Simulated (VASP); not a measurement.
Wanted: the native input for a VASP 6.6.1 run.

```yaml
Task: single point
Functional: PBE
Potentials_or_basis: VASP PAW PBE potentials, release 64 (Sr_sv, Cl)
Cutoff: 520 eV
k_mesh: 4 × 4 × 4
Occupations: gaussian, width 0.01 eV
Spin: no spin polarisation
Dipole_correction: no
Further_INCAR_settings: ALGO = Normal; EDIFF = 1e-06; NBANDS = 19
```

The structure of SrCl2 lies in POSCAR:

```
SrCl2
1.0
    2.4567214785      1.4183888069      4.0153159510
   -2.4567214785      1.4183888069      4.0153159510
    0.0000000000     -2.8367776139      4.0153159510
Sr Cl
1 2
Direct
    0.0000000000      0.0000000000      0.0000000000
    0.2499511382      0.2499511382      0.2499511382
    0.7500488618      0.7500488618      0.7500488618
```

The input as run:

INCAR

```
PREC = Accurate
ENCUT = 520
EDIFF = 1E-6
ISMEAR = 0
SIGMA = 0.01
LREAL = False
LASPH = True
NELM = 60
ALGO = Normal
ISIF = 2
LWAVE = False
LCHARG = False
GGA = PE
NBANDS = 19
```

KPOINTS

```
regular mesh
0
Gamma
  4 4 4
```

Potentials or basis: VASP PAW PBE potentials, release 64 (Sr_sv, Cl).

Command:

```bash
$ cat potpaw_PBE.64/Sr_sv/POTCAR potpaw_PBE.64/Cl/POTCAR > POTCAR
$ mpirun -np 1 vasp_std > vasp.out
```

Results of the run:

The pressure is 1.5 GPa and the band gap on the k mesh is 5.38 eV, indirect (least direct gap 5.50 eV).

Run time: 45 s on 1 thread of Intel(R) Xeon(R) Platinum 8488C (Sapphire Rapids), on a shared host, peak memory 0.23 GiB.
